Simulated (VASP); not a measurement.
# TiO2 (I4_1/amd) in VASP: notebook

The runs below take TiO2 through single point, with PBE.

Everything below comes from runs of VASP 6.6.1. Logs are shortened: lines on timing, memory, paths and dates and some standing lists are left out, and cuts for length are marked.

## (1) The cell of the first run

It takes space group I4_1/amd (No. 141, tetragonal). The conventional cell has a = 3.707 Å, b = 3.707 Å, c = 9.320 Å, α = 90.00°, β = 90.00°, γ = 90.00°. Within 2.5 Å of Ti (site symmetry -4m2) lie 6 O at 1.89 to 1.97 Å. Within 2.5 Å of O (site symmetry 2mm) lie 3 Ti at 1.89 to 1.97 Å and 2 O at 2.45 Å.

## (2) Single point, PBE (10.67 Å³/atom)

The input, INCAR:

```
PREC = Accurate ; ENCUT = 520
EDIFF = 1E-6 ; ISMEAR = -1
SIGMA = 0.02 ; LREAL = False
LASPH = True ; NELM = 60
ALGO = Normal ; ISIF = 2
LWAVE = False ; LCHARG = False
GGA = PE ; NBANDS = 33
```

The input, KPOINTS:

```
regular mesh
0
Gamma
  11 11 11
```

The input, POSCAR:

```
TiO2
1.0
   -1.8534748763      1.8534748763      4.6601849950
    1.8534748763     -1.8534748763      4.6601849950
    1.8534748763      1.8534748763     -4.6601849950
Ti O
2 4
Direct
    0.0000000000      0.0000000000      0.0000000000
    0.7500000000      0.2500000000      0.5000000000
    0.2110665836      0.2110665836      0.0000000000
    0.9610665836      0.4610665836      0.5000000000
    0.5389334164      0.0389334164      0.5000000000
    0.7889334164      0.7889334164      0.0000000000
```

Potentials or basis: VASP PAW PBE potentials, release 64 (Ti_sv, O).

Command:

```console
$ cat potpaw_PBE.64/Ti_sv/POTCAR potpaw_PBE.64/O/POTCAR > POTCAR
$ mpirun -np 1 vasp_std > vasp.out
```

OUTCAR:

```text
PREC = Accurate
   ENCUT = 520
   EDIFF = 1E-6
   ISMEAR = -1
   LREAL = False
   LASPH = True
   NELM = 60
   ISIF = 2
   GGA = PE

 ion  position               nearest neighbor table
   1  0.000  0.000  0.000-   5 1.89   4 1.89   5 1.89   4 1.89   3 1.97   6 1.97
   2  0.750  0.250  0.500-   6 1.89   3 1.89   6 1.89   3 1.89   4 1.97   5 1.97
   3  0.211  0.211  0.000-   2 1.89   2 1.89   1 1.97
   4  0.961  0.461  0.500-   1 1.89   1 1.89   2 1.97
   5  0.539  0.039  0.500-   1 1.89   1 1.89   2 1.97
   6  0.789  0.789  0.000-   2 1.89   2 1.89   1 1.97

  LATTYP: Found a body centered tetragonal cell.
 ALAT       =     3.7069497526
 C/A-ratio  =     2.5142962846

  Lattice vectors:

 A1 = (  -1.8534748763,   1.8534748763,   4.6601849950)
 A2 = (   1.8534748763,  -1.8534748763,   4.6601849950)
 A3 = (   1.8534748763,   1.8534748763,  -4.6601849950)

Analysis of symmetry for initial positions (statically):
=====================================================================
 Subroutine PRICEL returns:
 Original cell was already a primitive cell.

 Routine SETGRP: Setting up the symmetry group for a
 body centered tetragonal supercell.

 Subroutine GETGRP returns: Found 16 space group operations
 (whereof  8 operations were pure point group operations)
 out of a pool of 16 trial point group operations.

The static configuration has the point symmetry D_2d.
 The point group associated with its full space group is D_4h.

Analysis of symmetry for dynamics (positions and initial velocities):
=====================================================================
 Subroutine PRICEL returns:
 Original cell was already a primitive cell.

 Routine SETGRP: Setting up the symmetry group for a
 body centered tetragonal supercell.

 Subroutine GETGRP returns: Found 16 space group operations
 (whereof  8 operations were pure point group operations)
 out of a pool of 16 trial point group operations.

The dynamic configuration has the point symmetry D_2d.
 The point group associated with its full space group is D_4h.

 Subroutine INISYM returns: Found 16 space group operations
 (whereof  8 operations are pure point group operations),
 and found     1 'primitive' translations

----------------------------------------------------------------------------------------

                                     Primitive cell

  volume of cell :      64.0378

  direct lattice vectors                    reciprocal lattice vectors
    -1.853474876  1.853474876  4.660184995     0.000000000  0.269763570  0.107291878
     1.853474876 -1.853474876  4.660184995     0.269763570  0.000000000  0.107291878
     1.853474876  1.853474876 -4.660184995     0.269763570  0.269763570  0.000000000

  length of vectors
     5.346780566  5.346780566  5.346780566     0.290316949  0.290316949  0.381503300

  position of ions in fractional coordinates (direct lattice)
     0.000000000  0.000000000  0.000000000
     0.750000000  0.250000000  0.500000000
     0.211066584  0.211066584  0.000000000
     0.961066584  0.461066584  0.500000000
     0.538933416  0.038933416  0.500000000
     0.788933416  0.788933416  0.000000000

  ion indices of the primitive-cell ions
   primitive index   ion index
                 1           1
                 2           2
                 3           3
                 4           4
                 5           5
                 6           6

----------------------------------------------------------------------------------------

 KPOINTS: regular mesh

Automatic generation of k-mesh.
 Grid dimensions read from file:
 generate k-points for:   11   11   11

 Generating k-lattice:

  Cartesian coordinates                     Fractional coordinates (reciprocal lattice)
     0.000000000  0.024523961  0.009753807     0.090909091  0.000000000 -0.000000000
     0.024523961  0.000000000  0.009753807     0.000000000  0.090909091 -0.000000000
     0.024523961  0.024523961  0.000000000     0.000000000  0.000000000  0.090909091

  Length of vectors
     0.026392450  0.026392450  0.034682118

  Shift w.r.t. Gamma in fractional coordinates (k-lattice)
     0.000000000  0.000000000  0.000000000

 Subroutine IBZKPT returns following result:
 ===========================================

 Found    126 irreducible k-points:

 Following reciprocal coordinates:
            Coordinates               Weight
  0.000000  0.000000  0.000000      1.000000
  0.090909 -0.000000  0.000000      8.000000
  0.181818 -0.000000  0.000000      8.000000
  0.272727 -0.000000  0.000000      8.000000
  0.363636 -0.000000  0.000000      8.000000
  0.454545  0.000000  0.000000      8.000000
[... 16 lines left out ...]
 -0.272727  0.181818  0.000000     16.000000
 -0.181818  0.181818  0.000000      4.000000
 [... further k-points ...]
   k-points           NKPTS =    126   k-points in BZ     NKDIM =    126   number of bands    NBANDS=     33
   number of dos      NEDOS =    301   number of ions     NIONS =      6
   total plane-waves  NPLWV =  64000
   dimension x,y,z NGX =    40 NGY =   40 NGZ =   40
   dimension x,y,z NGXF=    80 NGYF=   80 NGZF=   80
   ions per type =               2   4
   NGX,Y,Z   is equivalent  to a cutoff of  12.44, 12.44, 12.44 a.u.
   NGXF,Y,Z  is equivalent  to a cutoff of  24.87, 24.87, 24.87 a.u.
 SYSTEM =  unknown system
   PREC   = accura    normal or accurate (medium, high low for compatibility)
   ISTART =      0    job   : 0-new  1-cont  2-samecut
   ICHARG =      2    charge: 1-file 2-atom 10-const
   ISPIN  =      1    spin polarized calculation?
   LNONCOLLINEAR =      F non collinear calculations
   LSORBIT =      F    spin-orbit coupling
   LASPH  =      T    aspherical Exc in radial PAW
   ENCUT  =  520.0 eV  38.22 Ry    6.18 a.u.   9.94  9.94  9.94*2*pi/ulx,y,z
   NELM   =     60;   NELMIN=  2; NELMDL= -5     # of ELM steps
   EDIFF  = 0.1E-05   stopping-criterion for ELM
   LREAL  =      F    real-space projection
   EDIFFG = 0.1E-04   stopping-criterion for IOM
   NSW    =      0    number of steps for IOM
   IBRION =     -1    ionic relax: 0-MD 1-quasi-New 2-CG
   NFREE  =      0    steps in history (QN), initial steepest desc. (CG)
   ISIF   =      2    stress and relaxation
   ISYM   =      2    0-nonsym 1-usesym 2-fastsym
   POTIM  = 0.5000    time-step for ionic-motion
   TEBEG  =    0.0;   TEEND  =   0.0 temperature during run
   PSTRESS=    0.0 pullay stress
   NELECT =      48.0000    total number of electrons
   NUPDOWN=      -1.0000    fix difference up-down
   EMIN   =  10.00;   EMAX   =-10.00  energy-range for DOS
   EFERMI =   0.00;   METHOD = LEGACY
   ISMEAR =    -1;   SIGMA  =   0.02  broadening in eV -4-tet -1-fermi 0-gaus
   EFERMI_NEDOS =   21; number of points for ismear=-14 and -15
   IALGO  =     38    algorithm
   IMIX   =      4    mixing-type and parameters
     AMIX     =   0.40;   BMIX     =  1.00
     AMIX_MAG =   1.60;   BMIX_MAG =  1.00
  volume/ion in A,a.u.               =      10.67        72.02
  Fermi-wavevector in a.u.,A,eV,Ry     =   1.487110  2.810230 30.089227  2.211496
  Thomas-Fermi vector in A             =   2.600312
   LORBIT       =      0    0 simple, 1 ext, 2 COOP (PROOUT), +10 PAW based schemes
   GGA     = PE    functional components
   LHFCALC =     F    Hartree Fock is set to
   AEXX    =    0.0000 exact exchange contribution
   IVDW    =     0    specifies the selected vdW correction
   LEPSILON=     F    determine dielectric tensor
   LRPA    =     F    only Hartree local field effects (RPA)
 non-spin polarized calculation
  energy-cutoff  :      520.00
  volume of cell :       64.04
 maximum number of plane-waves:      1742
   NGX = 19   NGY = 19   NGZ = 19

 number of electron      47.9999996 magnetization

 Free energy of the ion-electron system (eV)
  ---------------------------------------------------
  ext. energy  EPLUGINS =         0.00000000
  ---------------------------------------------------
  free energy    TOTEN  =       -53.50436398 eV

  energy without entropy =      -53.50436398  energy(sigma->0) =      -53.50436398

 E-fermi :   4.6303     XC(G=0): -11.0723

 val. band max:        4.0647503429   @ k =  -0.4545   0.4545   0.0000
 cond. band min:       6.1895242489   @ k =   0.0000   0.0000   0.0000
 fundamental gap:      2.1247739060
 Fermi energy:         4.6303081467

 k-point     1 :       0.0000    0.0000    0.0000
  band No.  band energies     occupation
      1     -52.1965      2.00000
      2     -52.1171      2.00000
      3     -28.7398      2.00000
      4     -28.4634      2.00000
      5     -28.4634      2.00000
      6     -28.3747      2.00000
[... 25 lines left out ...]
     32       9.7480      0.00000
     33       9.8209      0.00000

 k-point     2 :       0.0909   -0.0000    0.0000
  band No.  band energies     occupation
      1     -52.1950      2.00000
      2     -52.1180      2.00000
      3     -28.7373      2.00000
      4     -28.4773      2.00000
      5     -28.4644      2.00000
      6     -28.3806      2.00000
[... 25 lines left out ...]
     32       9.7855      0.00000
     33      10.0610      0.00000

 k-point     3 :       0.1818   -0.0000    0.0000
  band No.  band energies     occupation
      1     -52.1909      2.00000
      2     -52.1208      2.00000
      3     -28.7312      2.00000
      4     -28.5133      2.00000
      5     -28.4669      2.00000
      6     -28.3948      2.00000
[... 25 lines left out ...]
     32      10.0940      0.00000
     33      10.5116      0.00000

 k-point     4 :       0.2727   -0.0000    0.0000
  band No.  band energies     occupation
      1     -52.1850      2.00000
      2     -52.1250      2.00000
      3     -28.7243      2.00000
      4     -28.5589      2.00000
      5     -28.4699      2.00000
      6     -28.4091      2.00000
[... 25 lines left out ...]
     32      10.2987      0.00000
     33      10.8416      0.00000

 k-point     5 :       0.3636   -0.0000    0.0000
  band No.  band energies     occupation
      1     -52.1786      2.00000
      2     -52.1297      2.00000
      3     -28.7187      2.00000
      4     -28.6011      2.00000
      5     -28.4723      2.00000
      6     -28.4166      2.00000
[... 604 lines left out ...]
 k-point    22 :      -0.3636    0.1818   -0.0000
  band No.  band energies     occupation
      1     -52.1773      2.00000
      2     -52.1292      2.00000
      3     -28.7329      2.00000
      4     -28.6025      2.00000
      5     -28.5013      2.00000
      6     -28.4505      2.00000
[... 25 lines left out ...]
     32      11.0426      0.00000
     33      11.4776      0.00000

 k-point    23 :      -0.2727    0.1818    0.0000
  band No.  band energies     occupation
      1     -52.1834      2.00000
      2     -52.1246      2.00000
      3     -28.7374      2.00000
      4     -28.5657      2.00000
      5     -28.4966      2.00000
      6     -28.4363      2.00000
[... 25 lines left out ...]
     32      11.0025      0.00000
     33      11.2613      0.00000

 k-point    24 :      -0.1818    0.1818    0.0000
  band No.  band energies     occupation
      1     -52.1883      2.00000
      2     -52.1215      2.00000
      3     -28.7390      2.00000
      4     -28.5307      2.00000
      5     -28.4890      2.00000
      6     -28.4171      2.00000
[... 25 lines left out ...]
     32      10.8889      0.00000
     33      10.9087      0.00000

 [... further k-points ...]

------------------------ aborting loop because EDIFF is reached ----------------------------------------

  FORCE on cell =-STRESS in cart. coord.  units (eV):
  Direction    XX          YY          ZZ          XY          YZ          ZX
  --------------------------------------------------------------------------------------
  -------------------------------------------------------------------------------------
  Total        8.7481001      8.7481001      6.9065614      0.0000000      0.0000000      0.0000000
  in kB      218.8707733    218.8707733    172.7968828      0.0000000      0.0000000      0.0000000
  external PRESSURE =     203.5128098 kB  Pullay stress =       0.0000000 kB

 VOLUME and BASIS-vectors are now :
 -----------------------------------------------------------------------------
  energy-cutoff  :      520.00
  volume of cell :       64.04
      direct lattice vectors                 reciprocal lattice vectors
    -1.853474876  1.853474876  4.660184995     0.000000000  0.269763570  0.107291878
     1.853474876 -1.853474876  4.660184995     0.269763570  0.000000000  0.107291878
     1.853474876  1.853474876 -4.660184995     0.269763570  0.269763570  0.000000000

 POSITION                                       TOTAL-FORCE (eV/Angst)
 -----------------------------------------------------------------------------------
      0.00000      0.00000      0.00000        -0.000000     -0.000000      0.000000
      0.00000      1.85347      2.33009        -0.000000     -0.000000      0.000000
      0.00000      0.00000      1.96722        -0.000000      0.000000      0.031243
      0.00000      1.85347      4.29731         0.000000     -0.000000      0.031243
      0.00000      1.85347      0.36287         0.000000     -0.000000     -0.031243
      0.00000      0.00000      7.35315        -0.000000      0.000000     -0.031243
 -----------------------------------------------------------------------------------
    total drift:                                0.000000      0.000000     -0.000000

  FREE ENERGIE OF THE ION-ELECTRON SYSTEM (eV)
  ---------------------------------------------------
  free  energy   TOTEN  =       -53.5043639816 eV

  energy  without entropy=      -53.5043639816  energy(sigma->0) =      -53.50436398
```

Run time: 8.8 min. Hardware: 1 thread of Intel Xeon 8259CL, shared host; peak memory 0.38 GiB.

Results:

- Free energy: -53.5044 eV
- Pressure: 20.4 GPa
- Largest force: 0.031 eV/Å
- Band gap on the k mesh: 2.12 eV (least direct gap 2.56 eV)

Forces in eV/Å, atoms in the order of the input:
```
Ti   0.000  0.000  0.000
Ti   0.000  0.000  0.000
O    0.000  0.000  0.031
O    0.000  0.000  0.031
O    0.000  0.000 -0.031
O    0.000  0.000 -0.031
```

Stress tensor (GPa, compression positive):
```
21.89  0.00  0.00
 0.00 21.89  0.00
 0.00  0.00 17.28
```

Caveat: the cell stands under pressure; an odd mesh through Γ misses points on the zone boundary, where band edges can lie.

## (3) Single point, PBE (10.90 Å³/atom)

This run uses another cell than the first one, of 10.90 Å³/atom.

The input, INCAR:

```
SYSTEM = TiO2
PREC = Accurate
ENCUT = 520
EDIFF = 1E-7
ISMEAR = -1
SIGMA = 0.02
LREAL = .False.
LASPH = .True.
NELM = 100
ALGO = Normal
ISIF = 2
LWAVE = .False.
LCHARG = .False.
GGA = PE
NBANDS = 33
```

The input, KPOINTS:

```
Automatic mesh
0
Gamma
  11 11 11
  0 0 0
```

The input, POSCAR:

```
TiO2
1.0
   -1.8665279463      1.8665279463      4.6930042805
    1.8665279463     -1.8665279463      4.6930042805
    1.8665279463      1.8665279463     -4.6930042805
Ti O
2 4
Direct
    0.0000000000      0.0000000000      0.0000000000
    0.7500000000      0.2500000000      0.5000000000
    0.2103251207      0.2103251207      0.0000000000
    0.9603251207      0.4603251207      0.5000000000
    0.5396748793      0.0396748793      0.5000000000
    0.7896748793      0.7896748793      0.0000000000
```

Potentials or basis: VASP PAW PBE potentials, release 64 (Ti_sv, O).

Command:

```console
$ cat potpaw_PBE.64/Ti_sv/POTCAR potpaw_PBE.64/O/POTCAR > POTCAR
$ mpirun -np 1 vasp_std > vasp.out
```

It took 11 min on 1 thread of Intel Xeon 8259CL, shared host; peak memory 0.38 GiB.

The run converged. Its results:

```yaml
Free_energy: -53.6547 eV
Pressure: 14.8 GPa
Largest_force: 0.026 eV/Å
Band_gap_on_the_k_mesh: 2.11 eV (least direct gap 2.52 eV)
```

Forces on the atoms (eV/Å):
```
Ti   0.000  0.000  0.000
Ti   0.000  0.000  0.000
O    0.000  0.000  0.026
O    0.000  0.000  0.026
O    0.000  0.000 -0.026
O    0.000  0.000 -0.026
```

Stress tensor (GPa, compression positive):
```
15.76  0.00  0.00
 0.00 15.76  0.00
 0.00  0.00 13.01
```

Levels at points of the mesh, in eV from the valence-band top:
```csv
k point,band 22,band 23,band 24,band 25,band 26,band 27
"(0.00, 0.00, 0.00)",-0.80,-0.58,-0.58,2.11,2.90,4.02
```

Caveat: the cell stands under pressure; an odd mesh through Γ misses points on the zone boundary, where band edges can lie.

## (4) Single point, PBE (z stretched by -3 %, then relaxed in part)

The input, INCAR:

```
ALGO = Normal
EDIFF = 1E-7
ENCUT = 520
GGA = PE
ISIF = 2
ISMEAR = -1
LASPH = True
LCHARG = False
LREAL = False
LWAVE = False
NBANDS = 33
NELM = 80
PREC = Accurate
SIGMA = 0.02
```

The input, KPOINTS:

```
k-points
0
Gamma
  11 11 11
```

The input, POSCAR:

```
TiO2
1.0
   -1.8921000000      1.8921000000      4.6145810000
    1.8921000000     -1.8921000000      4.6145810000
    1.8921000000      1.8921000000     -4.6145810000
Ti O
2 4
Direct
    0.0000000000      0.0000000000      0.0000000000
    0.7500000000      0.2500000000      0.5000000000
    0.2128749106      0.2128749106      0.0000000000
    0.9628749106      0.4628749106      0.5000000000
    0.5371250894      0.0371250894      0.5000000000
    0.7871250894      0.7871250894      0.0000000000
```

Command:

```console
$ cat potpaw_PBE.64/Ti_sv/POTCAR potpaw_PBE.64/O/POTCAR > POTCAR
$ mpirun -np 1 vasp_std > vasp.out
```

Wall time 13 min (1 thread of Intel Xeon 8259CL, shared host); peak memory 0.39 GiB.

The run converged. Its results:

```yaml
Free_energy: -53.7181 eV
Pressure: 10.8 GPa
Largest_force: 0.027 eV/Å
Band_gap_on_the_k_mesh: 1.98 eV (least direct gap 2.44 eV)
```

Forces on the atoms (eV/Å):
```
Ti   0.000  0.000  0.000
Ti   0.000  0.000  0.000
O    0.000  0.000  0.027
O    0.000  0.000  0.027
O    0.000  0.000 -0.027
O    0.000  0.000 -0.027
```

Stress tensor (GPa, compression positive):
```
10.27  0.00  0.00
 0.00 10.27  0.00
 0.00  0.00 11.73
```

Levels at points of the mesh, in eV from the valence-band top:
```tsv
k point	band 20	band 21	band 22	band 23	band 24	band 25	band 26	band 27	band 28	band 29
(0.00, 0.00, 0.00)	-0.78	-0.76	-0.76	-0.61	-0.61	1.98	2.84	3.75	3.75	3.87
```

Caveat: the cell differs from its parent crystal (z stretched by -3 %, then relaxed in part); the cell stands under pressure; an odd mesh through Γ misses points on the zone boundary, where band edges can lie.

## (5) Overview

```csv
cell,gap on the mesh (eV),pressure (GPa),largest force (eV/Å)
"a = 5.347 Å, angles 139.4, 139.4, 58.7°, 6 atoms, atomic positions A",2.12,20.4,0.03
"a = 5.384 Å, angles 139.4, 139.4, 58.7°, 6 atoms, atomic positions A",2.11,14.8,0.03
"a = 5.334 Å, angles 138.4, 138.4, 60.2°, 6 atoms, atomic positions B",1.98,10.8,0.03
```

Alike in all rows: task single point; level PBE; potentials or basis VASP PAW PBE potentials, release 64 (Ti_sv, O); no spin polarisation; k mesh 11 × 11 × 11; cutoff (eV) 520; smearing fermi-dirac 0.02 eV.

Caveats: the cell stands under pressure; an odd mesh through Γ misses points on the zone boundary, where band edges can lie.

Total energies depend on the potentials used, so only differences within one code and one set of settings carry meaning.
